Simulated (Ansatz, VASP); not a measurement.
**One calculation of Na, two programs**

```
Na
1.0
    -2.18102    2.18102    2.08574
     2.18102   -2.18102    2.08574
     2.18102    2.18102   -2.08574
Na
1
Direct
  0.00000 0.00000 0.00000
```

Change from the starting cell: strain +0.030 along x and y, -0.015 along z, atoms carried along.

Alike in both runs: task single point; functional PBEsol; k mesh 16 × 16 × 16; occupations gaussian, width 0.15 eV; no spin polarisation.

```csv
,VASP,Ansatz
version,VASP 6.6.1,Ansatz 0.2.0
potentials or method,"VASP PAW PBE potentials, release 64 (Na_pv), cutoff 520 eV","scalar-relativistic, plane waves, PAW"
valence electrons in the cell,7,9
```

|  | VASP | Ansatz | Ansatz less VASP |
| --- | --- | --- | --- |
| gap on the k mesh at the Fermi level (eV) | none | none | - |
| pressure (GPa) | -0.6 | -0.6 | +0.01 |
| traceless stress, the component that is largest in VASP (GPa) | 0.06 | 0.06 | +0.001 |

VASP's potentials were made for PBE, not for PBEsol. A gap of «none» marks a metal or a gap that the smearing closes. The functional is the same, so the differences come from potentials, cutoffs and numerics. VASP's potentials hold 7 valence electrons a cell and Ansatz's 9, so a difference there can come from the potentials and not from the codes.
